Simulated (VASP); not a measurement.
# C (C2/m) in VASP: notebook

The runs below take C through single point, with LDA.

Program: VASP 6.6.1. These are calculated values, not measurements. Logs are shortened: lines on timing, memory, paths and dates and some standing lists are left out, and cuts for length are marked.

## 1. The cell of the first run

The typed cell holds 2 atoms: a = 2.445 Å, b = 2.445 Å, c = 3.615 Å, α = 109.74°, β = 109.74°, γ = 60.00°.

## 2. Single point, LDA

INCAR reads:

```
SYSTEM = C
  PREC = Accurate
  ENCUT = 520
  EDIFF = 1E-6
  ISMEAR = 0
  SIGMA = 0.01
  LREAL = .False.
  LASPH = .True.
  NELM = 80
  ALGO = Normal
  ISIF = 2
  LWAVE = .False.
  LCHARG = .False.
  NBANDS = 11
```

KPOINTS reads:

```
regular mesh
0
Gamma
  14 14 8
  0 0 0
```

POSCAR reads:

```
C
1.0
    2.1173004186     -1.2224359090     -0.0116645459
    2.1173004186      1.2224359090     -0.0116645459
   -1.3917791385      0.0000000000      3.3367535723
C
2
Direct
    0.8333827718      0.8333827718      0.0001493726
    0.1666172282      0.1666172282      0.9998506274
```

Potentials or basis: VASP PAW LDA potentials, release 64 (C).

Launch:

```sh
$ cat potpaw_LDA.64/C/POTCAR > POTCAR
$ mpirun -np 1 vasp_std > vasp.out
```

OUTCAR:

```text
SYSTEM = C
   PREC = Accurate
   ENCUT = 520
   EDIFF = 1E-6
   ISMEAR = 0
   LREAL = .False.
   LASPH = .True.
   NELM = 80
   ISIF = 2

 ion  position               nearest neighbor table
   1  0.833  0.833  0.000-   2 1.41   2 1.41   2 1.41
   2  0.167  0.167  1.000-   1 1.41   1 1.41   1 1.41

  LATTYP: Found a base centered monoclinic cell.
 ALAT       =     4.2346650986
 B/A-ratio  =     0.5773471481
 C/A-ratio  =     0.8537582213
 COS(beta)  =    -0.3900393297

  Lattice vectors:

 A1 = (   2.1173004186,  -1.2224359090,  -0.0116645459)
 A2 = (   2.1173004186,   1.2224359090,  -0.0116645459)
 A3 = (  -1.3917791385,   0.0000000000,   3.3367535723)

Analysis of symmetry for initial positions (statically):
=====================================================================
 Subroutine PRICEL returns:
 Original cell was already a primitive cell.

 Routine SETGRP: Setting up the symmetry group for a
 base centered monoclinic supercell.

 Subroutine GETGRP returns: Found  4 space group operations
 (whereof  4 operations were pure point group operations)
 out of a pool of  4 trial point group operations.

The static configuration has the point symmetry C_2h.

Analysis of symmetry for dynamics (positions and initial velocities):
=====================================================================
 Subroutine PRICEL returns:
 Original cell was already a primitive cell.

 Routine SETGRP: Setting up the symmetry group for a
 base centered monoclinic supercell.

 Subroutine GETGRP returns: Found  4 space group operations
 (whereof  4 operations were pure point group operations)
 out of a pool of  4 trial point group operations.

The dynamic configuration has the point symmetry C_2h.

 Subroutine INISYM returns: Found  4 space group operations
 (whereof  4 operations are pure point group operations),
 and found     1 'primitive' translations

----------------------------------------------------------------------------------------

                                     Primitive cell

  volume of cell :      17.2331

  direct lattice vectors                    reciprocal lattice vectors
     2.117300419 -1.222435909 -0.011664546     0.236693666 -0.409019398  0.098726292
     2.117300419  1.222435909 -0.011664546     0.236693666  0.409019398  0.098726292
    -1.391779139  0.000000000  3.336753572     0.001654856  0.000000000  0.300382744

  length of vectors
     2.444881730  2.444881730  3.615380142     0.482770795  0.482770795  0.300387303

  position of ions in fractional coordinates (direct lattice)
     0.833382772  0.833382772  0.000149373
     0.166617228  0.166617228  0.999850627

  ion indices of the primitive-cell ions
   primitive index   ion index
                 1           1
                 2           2

----------------------------------------------------------------------------------------

 KPOINTS: regular mesh

Automatic generation of k-mesh.
 Grid dimensions read from file:
 generate k-points for:   14   14    8

 Generating k-lattice:

  Cartesian coordinates                     Fractional coordinates (reciprocal lattice)
     0.016906690 -0.029215671  0.007051878     0.071428571 -0.000000000  0.000000000
     0.016906690  0.029215671  0.007051878    -0.000000000  0.071428571  0.000000000
     0.000206857  0.000000000  0.037547843    -0.000000000 -0.000000000  0.125000000

  Length of vectors
     0.034483628  0.034483628  0.037548413

  Shift w.r.t. Gamma in fractional coordinates (k-lattice)
     0.000000000  0.000000000  0.000000000

 Subroutine IBZKPT returns following result:
 ===========================================

 Found    429 irreducible k-points:

 Following reciprocal coordinates:
            Coordinates               Weight
  0.000000  0.000000  0.000000      1.000000
  0.071429  0.000000 -0.000000      4.000000
  0.142857  0.000000  0.000000      4.000000
  0.214286  0.000000 -0.000000      4.000000
  0.285714  0.000000  0.000000      4.000000
  0.357143  0.000000  0.000000      4.000000
[... 16 lines left out ...]
  0.214286  0.142857 -0.000000      4.000000
  0.285714  0.142857  0.000000      4.000000
 [... further k-points ...]
   k-points           NKPTS =    429   k-points in BZ     NKDIM =    429   number of bands    NBANDS=     11
   number of dos      NEDOS =    301   number of ions     NIONS =      2
   total plane-waves  NPLWV =   9072
   dimension x,y,z NGX =    18 NGY =   18 NGZ =   28
   dimension x,y,z NGXF=    36 NGYF=   36 NGZF=   56
   ions per type =               2
   NGX,Y,Z   is equivalent  to a cutoff of  12.24, 12.24, 12.88 a.u.
   NGXF,Y,Z  is equivalent  to a cutoff of  24.48, 24.48, 25.75 a.u.
 SYSTEM =  C
   PREC   = accura    normal or accurate (medium, high low for compatibility)
   ISTART =      0    job   : 0-new  1-cont  2-samecut
   ICHARG =      2    charge: 1-file 2-atom 10-const
   ISPIN  =      1    spin polarized calculation?
   LNONCOLLINEAR =      F non collinear calculations
   LSORBIT =      F    spin-orbit coupling
   LASPH  =      T    aspherical Exc in radial PAW
   ENCUT  =  520.0 eV  38.22 Ry    6.18 a.u.   4.55  4.55  6.72*2*pi/ulx,y,z
   NELM   =     80;   NELMIN=  2; NELMDL= -5     # of ELM steps
   EDIFF  = 0.1E-05   stopping-criterion for ELM
   LREAL  =      F    real-space projection
   EDIFFG = 0.1E-04   stopping-criterion for IOM
   NSW    =      0    number of steps for IOM
   IBRION =     -1    ionic relax: 0-MD 1-quasi-New 2-CG
   NFREE  =      0    steps in history (QN), initial steepest desc. (CG)
   ISIF   =      2    stress and relaxation
   ISYM   =      2    0-nonsym 1-usesym 2-fastsym
   POTIM  = 0.5000    time-step for ionic-motion
   TEBEG  =    0.0;   TEEND  =   0.0 temperature during run
   PSTRESS=    0.0 pullay stress
   NELECT =       8.0000    total number of electrons
   NUPDOWN=      -1.0000    fix difference up-down
   EMIN   =  10.00;   EMAX   =-10.00  energy-range for DOS
   EFERMI =   0.00;   METHOD = LEGACY
   ISMEAR =     0;   SIGMA  =   0.01  broadening in eV -4-tet -1-fermi 0-gaus
   EFERMI_NEDOS =   21; number of points for ismear=-14 and -15
   IALGO  =     38    algorithm
   IMIX   =      4    mixing-type and parameters
     AMIX     =   0.40;   BMIX     =  1.00
     AMIX_MAG =   1.60;   BMIX_MAG =  1.00
  volume/ion in A,a.u.               =       8.62        58.15
  Fermi-wavevector in a.u.,A,eV,Ry     =   1.267604  2.395424 21.862115  1.606820
  Thomas-Fermi vector in A             =   2.400743
   LORBIT       =      0    0 simple, 1 ext, 2 COOP (PROOUT), +10 PAW based schemes
   GGA     = CA    functional components
   LHFCALC =     F    Hartree Fock is set to
   AEXX    =    0.0000 exact exchange contribution
   IVDW    =     0    specifies the selected vdW correction
   LEPSILON=     F    determine dielectric tensor
   LRPA    =     F    only Hartree local field effects (RPA)
 non-spin polarized calculation
 Gauss-broadening in eV      SIGMA  =   0.01
  energy-cutoff  :      520.00
  volume of cell :       17.23
 maximum number of plane-waves:       477
   NGX =  9   NGY =  9   NGZ = 13

 number of electron       8.0000000 magnetization

 Free energy of the ion-electron system (eV)
  ---------------------------------------------------
  ext. energy  EPLUGINS =         0.00000000
  ---------------------------------------------------
  free energy    TOTEN  =       -20.22424667 eV

  energy without entropy =      -20.22424667  energy(sigma->0) =      -20.22424667

 E-fermi :   4.6212     XC(G=0): -10.8542

 val. band max:        4.5173344482   @ k =  -0.3571   0.3571   0.5000
 cond. band min:       5.1665848595   @ k =  -0.3571   0.3571   0.5000
 fundamental gap:      0.6492504113
 Fermi energy:         4.6211955961

 k-point     1 :       0.0000    0.0000    0.0000
  band No.  band energies     occupation
      1     -14.8641      2.00000
      2      -1.8872      2.00000
      3       1.7960      2.00000
      4       1.7961      2.00000
      5       8.6306      0.00000
      6      13.2680      0.00000
      7      13.2680      0.00000
      8      16.3299      0.00000
      9      18.2979      0.00000
     10      27.5141      0.00000
     11      30.3673      0.00000

 k-point     2 :       0.0714    0.0000   -0.0000
  band No.  band energies     occupation
      1     -14.7395      2.00000
      2      -1.7609      2.00000
      3       1.3197      2.00000
      4       1.5384      2.00000
      5       8.8083      0.00000
      6      13.3393      0.00000
      7      13.7923      0.00000
      8      15.8942      0.00000
      9      18.4900      0.00000
     10      27.9039      0.00000
     11      29.3918      0.00000

 k-point     3 :       0.1429    0.0000    0.0000
  band No.  band energies     occupation
      1     -14.3666      2.00000
      2      -1.3835      2.00000
      3       0.0644      2.00000
      4       0.8997      2.00000
      5       9.3404      0.00000
      6      13.4053      0.00000
      7      14.7156      0.00000
      8      15.2195      0.00000
      9      19.0949      0.00000
     10      27.0926      0.00000
     11      28.9711      0.00000
[... 267 lines left out ...]
 k-point    23 :       0.2143    0.1429   -0.0000
  band No.  band energies     occupation
      1     -13.9670      2.00000
      2      -1.2415      2.00000
      3      -0.8250      2.00000
      4       0.1864      2.00000
      5      10.3492      0.00000
      6      13.5217      0.00000
      7      13.8143      0.00000
      8      15.9551      0.00000
      9      19.9476      0.00000
     10      24.9664      0.00000
     11      29.3728      0.00000

 k-point    24 :       0.2857    0.1429    0.0000
  band No.  band energies     occupation
      1     -13.3456      2.00000
      2      -1.9951      2.00000
      3      -0.9005      2.00000
      4      -0.6741      2.00000
      5      11.3425      0.00000
      6      12.2009      0.00000
      7      14.5447      0.00000
      8      16.4245      0.00000
      9      21.3310      0.00000
     10      22.9591      0.00000
     11      28.7723      0.00000

 [... further k-points ...]

------------------------ aborting loop because EDIFF is reached ----------------------------------------

  FORCE on cell =-STRESS in cart. coord.  units (eV):
  Direction    XX          YY          ZZ          XY          YZ          ZX
  --------------------------------------------------------------------------------------
  -------------------------------------------------------------------------------------
  Total        0.1379001      0.1377075     -0.0133864      0.0000000      0.0000000     -0.0011466
  in kB       12.8206991     12.8027870     -1.2445468      0.0000000      0.0000000     -0.1065978
  external PRESSURE =       8.1263131 kB  Pullay stress =       0.0000000 kB

 VOLUME and BASIS-vectors are now :
 -----------------------------------------------------------------------------
  energy-cutoff  :      520.00
  volume of cell :       17.23
      direct lattice vectors                 reciprocal lattice vectors
     2.117300419 -1.222435909 -0.011664546     0.236693666 -0.409019398  0.098726292
     2.117300419  1.222435909 -0.011664546     0.236693666  0.409019398  0.098726292
    -1.391779139  0.000000000  3.336753572     0.001654856  0.000000000  0.300382744

 POSITION                                       TOTAL-FORCE (eV/Angst)
 -----------------------------------------------------------------------------------
      3.52884      0.00000     -0.01894        -0.000085      0.000000      0.000323
     -0.68601      0.00000      3.33237         0.000085      0.000000     -0.000323
 -----------------------------------------------------------------------------------
    total drift:                                0.000000      0.000000     -0.000000

  FREE ENERGIE OF THE ION-ELECTRON SYSTEM (eV)
  ---------------------------------------------------
  free  energy   TOTEN  =       -20.2242466674 eV

  energy  without entropy=      -20.2242466674  energy(sigma->0) =      -20.22424667
```

Run time: 97 s. Hardware: 1 thread of Intel Xeon 8259CL, shared host; peak memory 0.16 GiB.

Results:

| Property | Result |
| --- | --- |
| Free energy | -20.2242 eV |
| Pressure | 0.8 GPa |

## 3. Single point, LDA (8.79 Å³/atom)

This run uses another cell than the first one, of 8.79 Å³/atom.

INCAR reads:

```
PREC     = Accurate       # precision mode
ENCUT    = 520            # plane-wave cutoff, eV
EDIFF    = 1E-7           # SCF threshold, eV
ISMEAR   = 0              # smearing method
SIGMA    = 0.01           # smearing width, eV
LREAL    = F              # projectors in reciprocal space
LASPH    = T              # aspherical terms in the spheres
NELM     = 80             # most SCF steps
ALGO     = Normal         # electronic algorithm
ISIF     = 2              # what is computed and relaxed
LWAVE    = F              # write WAVECAR
LCHARG   = F              # write CHGCAR
NBANDS   = 11             # bands
```

KPOINTS reads:

```
Automatic mesh
0
Gamma
  14 14 8
```

POSCAR reads:

```
C
1.0
    2.1181834752     -1.2229496642     -0.0118333728
    2.1181834752      1.2229496642     -0.0118333728
   -1.3922739026      0.0000000000      3.4006042504
C
2
Direct
    0.8333725319      0.8333725319      0.0001182554
    0.1666274681      0.1666274681      0.9998817446
```

Potentials or basis: VASP PAW LDA potentials, release 64 (C).

Launch:

```sh
$ cat potpaw_LDA.64/C/POTCAR > POTCAR
$ mpirun -np 1 vasp_std > vasp.out
```

Wall time 92 s (1 thread of Intel Xeon 8259CL, shared host); peak memory 0.17 GiB.

The run converged. Its results:

```
Free energy : -20.2239 eV
Pressure    : 0.3 GPa
```

Stress tensor (GPa, compression positive):
```
 0.77  0.00 -0.01
 0.00  0.77  0.00
-0.01  0.00 -0.62
```

## 4. Single point, LDA

This run uses another cell than the first one, of 6.83 Å³/atom.

INCAR reads:

```
SYSTEM = C
PREC     = Accurate       ! precision mode
ENCUT    = 520            ! plane-wave cutoff, eV
EDIFF    = 1E-6           ! SCF threshold, eV
ISMEAR   = 0              ! smearing method
SIGMA    = 0.01           ! smearing width, eV
LREAL    = .False.        ! projectors in reciprocal space
LASPH    = .True.         ! aspherical terms in the spheres
NELM     = 80             ! most SCF steps
ALGO     = Normal         ! electronic algorithm
ISIF     = 2              ! what is computed and relaxed
LWAVE    = .False.        ! write WAVECAR
LCHARG   = .True.         ! write CHGCAR
GGA      = CA             ! functional
LELF     = .True.         ! ELF
LVHAR    = .True.       
NBANDS   = 11             ! bands
```

KPOINTS reads:

```
regular mesh
0
Gamma
  18 18 14
  0 0 0
```

POSCAR reads:

```
C
1.0
    2.0885136689     -1.2058866742     -0.0125715011
    2.0885136689      1.2058866742     -0.0125715011
   -1.3777474494      0.0000000000      2.7194503554
C
2
Direct
    0.8341103833      0.8341103833      0.0023281969
    0.1658896167      0.1658896167      0.9976718031
```

Launch:

```sh
$ cat potpaw_LDA.64/C/POTCAR > POTCAR
$ mpirun -np 1 vasp_std > vasp.out
```

It took 3.3 min on 1 thread of Intel Xeon 8259CL, shared host; peak memory 0.24 GiB.

It converged, with:

```
Free energy : -20.0491 eV
Pressure    : 23.0 GPa
```

Stress tensor (GPa, compression positive):
```
23.61  0.00 -0.01
 0.00 23.61  0.00
-0.01  0.00 21.92
```

Caveat: the cell stands under pressure.

## 5. Single point, LDA

This run uses another cell than the first one, of 6.83 Å³/atom.

INCAR reads:

```
PREC = Accurate
ENCUT = 520
EDIFF = 1E-6
ISMEAR = 0
SIGMA = 0.01
LREAL = F
LASPH = T
NELM = 60
ALGO = Normal
ISIF = 2
LWAVE = F
LCHARG = F
GGA = CA
NBANDS = 11
```

KPOINTS reads:

```
regular mesh
0
Gamma
  18 18 14
```

POSCAR is that of step 4.

Launch:

```sh
$ cat potpaw_LDA.64/C/POTCAR > POTCAR
$ mpirun -np 1 vasp_std > vasp.out
```

Run time: 2.9 min. Hardware: 1 thread of Intel Xeon 8259CL, shared host; peak memory 0.24 GiB.

It converged, with:

* Free energy: -20.0491 eV
* Pressure: 23.0 GPa

Stress tensor (GPa, compression positive):
```
23.61  0.00 -0.01
 0.00 23.61  0.00
-0.01  0.00 21.92
```

Caveat: the cell stands under pressure.

## 6. The runs side by side

```tsv
cell	k mesh	pressure (GPa)
a = 2.445, b = 2.445, c = 3.615 Å, angles 109.7, 109.7, 60.0°, 2 atoms, atomic positions A	14 × 14 × 8	0.8
a = 2.446, b = 2.446, c = 3.675 Å, angles 109.4, 109.4, 60.0°, 2 atoms, atomic positions A	14 × 14 × 8	0.3
a = 2.412, b = 2.412, c = 3.049 Å, angles 113.3, 113.3, 60.0°, 2 atoms, atomic positions B	18 × 18 × 14	23.0
```

Alike in all rows: task single point; level LDA; potentials or basis VASP PAW LDA potentials, release 64 (C); no spin polarisation; cutoff (eV) 520; smearing gaussian 0.01 eV.

Caveats: the cell stands under pressure (at least some runs).

Total energies depend on the potentials used, so only differences within one code and one set of settings carry meaning.
